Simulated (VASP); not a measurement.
# ZnO (I4cm) in VASP: a series of runs, part 2 of 3

VASP 6.6.1.

**3. Single point, PBE**

This run uses another cell than the first one, of 13.80 Å³/atom.

Input file INCAR:

```
SYSTEM = ZnO
PREC = Accurate
ENCUT = 520
EDIFF = 1E-6
ISMEAR = 0
SIGMA = 0.02
LREAL = .False.
LASPH = .True.
NELM = 60
ALGO = Normal
ISIF = 2
LWAVE = .False.
LCHARG = .True.
GGA = PE
LELF = .True.
LVHAR = .True.
NBANDS = 46
```

Input file KPOINTS:

```
regular mesh
0
Gamma
  8 8 8
  0 0 0
```

Input file POSCAR:

```
ZnO
1.0
   -3.2312782000      3.2312782000      2.6430731000
    3.2312782000     -3.2312782000      2.6430731000
    3.2312782000      3.2312782000     -2.6430731000
Zn O
4 4
Direct
    0.4104440000      0.9104440000      0.1983980000
    0.7120460000      0.2120460000      0.8016020000
    0.9104440000      0.7120460000      0.5000000000
    0.2120460000      0.4104440000      0.5000000000
    0.2886885000      0.0895835000      0.5000000000
    0.5895835000      0.7886885000      0.5000000000
    0.7886885000      0.2886885000      0.1991050000
    0.0895835000      0.5895835000      0.8008950000
```

Potentials or basis: VASP PAW PBE potentials, release 64 (Zn, O).

On the command line:

```
$ cat potpaw_PBE.64/Zn/POTCAR potpaw_PBE.64/O/POTCAR > POTCAR
$ mpirun -np 1 vasp_std > vasp.out
```

OUTCAR:

```text
SYSTEM = ZnO
   PREC = Accurate
   ENCUT = 520
   EDIFF = 1E-6
   ISMEAR = 0
   LREAL = .False.
   LASPH = .True.
   NELM = 60
   ISIF = 2
   GGA = PE

 ion  position               nearest neighbor table
   1  0.410  0.910  0.198-   8 1.93   7 2.00   5 2.05   6 2.05   2 2.76
   2  0.712  0.212  0.802-   7 1.93   8 2.00   5 2.05   6 2.05   1 2.76
   3  0.910  0.712  0.500-   6 1.93   5 2.00   8 2.05   7 2.05   4 2.76
   4  0.212  0.410  0.500-   5 1.93   6 2.00   8 2.05   7 2.05   3 2.76
   5  0.289  0.090  0.500-   4 1.93   3 2.00   1 2.05   2 2.05
   6  0.590  0.789  0.500-   3 1.93   4 2.00   1 2.05   2 2.05
   7  0.789  0.289  0.199-   2 1.93   1 2.00   3 2.05   4 2.05
   8  0.090  0.590  0.801-   1 1.93   2 2.00   3 2.05   4 2.05

  LATTYP: Found a body centered tetragonal cell.
 ALAT       =     6.4625564000
 C/A-ratio  =     0.8179651941

  Lattice vectors:

 A1 = (  -3.2312782000,   3.2312782000,   2.6430731000)
 A2 = (   3.2312782000,  -3.2312782000,   2.6430731000)
 A3 = (   3.2312782000,   3.2312782000,  -2.6430731000)

Analysis of symmetry for initial positions (statically):
=====================================================================
 Subroutine PRICEL returns:
 Original cell was already a primitive cell.

 Routine SETGRP: Setting up the symmetry group for a
 body centered tetragonal supercell.

 Subroutine GETGRP returns: Found  8 space group operations
 (whereof  4 operations were pure point group operations)
 out of a pool of 16 trial point group operations.

The static configuration has the point symmetry     .
 The point group associated with its full space group is C_4v.

Analysis of symmetry for dynamics (positions and initial velocities):
=====================================================================
 Subroutine PRICEL returns:
 Original cell was already a primitive cell.

 Routine SETGRP: Setting up the symmetry group for a
 body centered tetragonal supercell.

 Subroutine GETGRP returns: Found  8 space group operations
 (whereof  4 operations were pure point group operations)
 out of a pool of 16 trial point group operations.

The dynamic configuration has the point symmetry C_4v.
 The point group associated with its full space group is C_4v.

 Subroutine INISYM returns: Found  8 space group operations
 (whereof  4 operations are pure point group operations),
 and found     1 'primitive' translations

----------------------------------------------------------------------------------------

                                     Primitive cell

  volume of cell :     110.3870

  direct lattice vectors                    reciprocal lattice vectors
    -3.231278200  3.231278200  2.643073100     0.000000000  0.154737528  0.189173731
     3.231278200 -3.231278200  2.643073100     0.154737528  0.000000000  0.189173731
     3.231278200  3.231278200 -2.643073100     0.154737528  0.154737528  0.000000000

  length of vectors
     5.279029553  5.279029553  5.279029553     0.244398042  0.244398042  0.218831910

  position of ions in fractional coordinates (direct lattice)
     0.410444000  0.910444000  0.198398000
     0.712046000  0.212046000  0.801602000
     0.910444000  0.712046000  0.500000000
[... 47 lines left out ...]
  0.250000  0.000000  0.000000      8.000000
  0.375000 -0.000000  0.000000      8.000000
  0.500000  0.000000  0.000000      4.000000
  0.125000  0.125000  0.000000      8.000000
[... 16 lines left out ...]
  0.250000  0.125000  0.125000     16.000000
  0.375000  0.125000  0.125000      8.000000
 [... further k-points ...]
   k-points           NKPTS =     59   k-points in BZ     NKDIM =     59   number of bands    NBANDS=     46
   number of dos      NEDOS =    301   number of ions     NIONS =      8
   total plane-waves  NPLWV =  64000
   dimension x,y,z NGX =    40 NGY =   40 NGZ =   40
   dimension x,y,z NGXF=    80 NGYF=   80 NGZF=   80
   ions per type =               4   4
   NGX,Y,Z   is equivalent  to a cutoff of  12.60, 12.60, 12.60 a.u.
   NGXF,Y,Z  is equivalent  to a cutoff of  25.19, 25.19, 25.19 a.u.
 SYSTEM =  ZnO
   PREC   = accura    normal or accurate (medium, high low for compatibility)
   ISTART =      0    job   : 0-new  1-cont  2-samecut
   ICHARG =      2    charge: 1-file 2-atom 10-const
   ISPIN  =      1    spin polarized calculation?
   LNONCOLLINEAR =      F non collinear calculations
   LSORBIT =      F    spin-orbit coupling
   LASPH  =      T    aspherical Exc in radial PAW
   ENCUT  =  520.0 eV  38.22 Ry    6.18 a.u.   9.82  9.82  9.82*2*pi/ulx,y,z
   NELM   =     60;   NELMIN=  2; NELMDL= -5     # of ELM steps
   EDIFF  = 0.1E-05   stopping-criterion for ELM
   LREAL  =      F    real-space projection
   EDIFFG = 0.1E-04   stopping-criterion for IOM
   NSW    =      0    number of steps for IOM
   IBRION =     -1    ionic relax: 0-MD 1-quasi-New 2-CG
   NFREE  =      0    steps in history (QN), initial steepest desc. (CG)
   ISIF   =      2    stress and relaxation
   ISYM   =      2    0-nonsym 1-usesym 2-fastsym
   POTIM  = 0.5000    time-step for ionic-motion
   TEBEG  =    0.0;   TEEND  =   0.0 temperature during run
   PSTRESS=    0.0 pullay stress
   NELECT =      72.0000    total number of electrons
   NUPDOWN=      -1.0000    fix difference up-down
   EMIN   =  10.00;   EMAX   =-10.00  energy-range for DOS
   EFERMI =   0.00;   METHOD = LEGACY
   ISMEAR =     0;   SIGMA  =   0.02  broadening in eV -4-tet -1-fermi 0-gaus
   EFERMI_NEDOS =   21; number of points for ismear=-14 and -15
   IALGO  =     38    algorithm
   IMIX   =      4    mixing-type and parameters
     AMIX     =   0.40;   BMIX     =  1.00
     AMIX_MAG =   1.60;   BMIX_MAG =  1.00
  volume/ion in A,a.u.               =      13.80        93.12
  Fermi-wavevector in a.u.,A,eV,Ry     =   1.419754  2.682946 27.425275  2.015701
  Thomas-Fermi vector in A             =   2.540741
   LORBIT       =      0    0 simple, 1 ext, 2 COOP (PROOUT), +10 PAW based schemes
   GGA     = PE    functional components
   LHFCALC =     F    Hartree Fock is set to
   AEXX    =    0.0000 exact exchange contribution
   IVDW    =     0    specifies the selected vdW correction
   LEPSILON=     F    determine dielectric tensor
   LRPA    =     F    only Hartree local field effects (RPA)
 non-spin polarized calculation
 Gauss-broadening in eV      SIGMA  =   0.02
  energy-cutoff  :      520.00
  volume of cell :      110.39
 maximum number of plane-waves:      2987
   NGX = 19   NGY = 19   NGZ = 19

 number of electron      71.9999945 magnetization

 Free energy of the ion-electron system (eV)
  ---------------------------------------------------
  ext. energy  EPLUGINS =         0.00000000
  ---------------------------------------------------
  free energy    TOTEN  =       -35.14898623 eV

  energy without entropy =      -35.14898623  energy(sigma->0) =      -35.14898623

 E-fermi :   0.3249     XC(G=0):  -9.8959

 val. band max:        0.2012003103   @ k =   0.0000   0.0000   0.0000
 cond. band min:       1.1216984157   @ k =   0.0000   0.0000   0.0000
 fundamental gap:      0.9204981055
 Fermi energy:         0.3248602206

 k-point     1 :       0.0000    0.0000    0.0000
  band No.  band energies     occupation
      1     -17.5518      2.00000
      2     -16.8255      2.00000
      3     -16.5916      2.00000
      4     -16.5916      2.00000
      5      -5.9328      2.00000
      6      -5.3631      2.00000
[... 1165 lines left out ...]
     45       9.8811      0.00000
     46       9.8811      0.00000

 [... further k-points ...]

------------------------ aborting loop because EDIFF is reached ----------------------------------------

  FORCE on cell =-STRESS in cart. coord.  units (eV):
  Direction    XX          YY          ZZ          XY          YZ          ZX
  --------------------------------------------------------------------------------------
  -------------------------------------------------------------------------------------
  Total        0.5785637      0.5785637      0.6113356      0.0000000      0.0000000      0.0000000
  in kB        8.3973818      8.3973818      8.8730390      0.0000000      0.0000000      0.0000000
  external PRESSURE =       8.5559342 kB  Pullay stress =       0.0000000 kB

 VOLUME and BASIS-vectors are now :
 -----------------------------------------------------------------------------
  energy-cutoff  :      520.00
  volume of cell :      110.39
      direct lattice vectors                 reciprocal lattice vectors
    -3.231278200  3.231278200  2.643073100     0.000000000  0.154737528  0.189173731
     3.231278200 -3.231278200  2.643073100     0.154737528  0.000000000  0.189173731
     3.231278200  3.231278200 -2.643073100     0.154737528  0.154737528  0.000000000

 POSITION                                       TOTAL-FORCE (eV/Angst)
 -----------------------------------------------------------------------------------
      2.25672     -0.97456      2.96682         0.006695      0.006695     -0.000558
      0.97456      4.20584      0.32375        -0.006695     -0.006695     -0.000558
      0.97456      2.25672      2.96682        -0.006695      0.006695     -0.000558
      2.25672      0.97456      0.32375         0.006695     -0.006695     -0.000558
      0.97228      2.25900     -0.32174        -0.014240      0.014240      0.000558
      2.25900      0.97228      2.32134         0.014240     -0.014240      0.000558
     -0.97228      2.25900      2.32134         0.014240      0.014240      0.000558
      4.20355      0.97228     -0.32174        -0.014240     -0.014240      0.000558
 -----------------------------------------------------------------------------------
    total drift:                               -0.000004     -0.000004     -0.002942

  FREE ENERGIE OF THE ION-ELECTRON SYSTEM (eV)
  ---------------------------------------------------
  free  energy   TOTEN  =       -35.1489862253 eV

  energy  without entropy=      -35.1489862253  energy(sigma->0) =      -35.14898623
```

Wall time 3 min (1 thread of Intel Xeon 6975P-C (Granite Rapids), shared host); peak memory 0.37 GiB.

Results:

* Free energy: -35.1490 eV
* Pressure: 0.9 GPa
* Largest force: 0.020 eV/Å
* Band gap on the k mesh: 0.92 eV

Forces on the atoms (eV/Å):
```
Zn   0.007  0.007 -0.001
Zn  -0.007 -0.007 -0.001
Zn  -0.007  0.007 -0.001
Zn   0.007 -0.007 -0.001
O   -0.014  0.014  0.001
O    0.014 -0.014  0.001
O    0.014  0.014  0.001
O   -0.014 -0.014  0.001
```

(Part 2 of 3 ends here.)
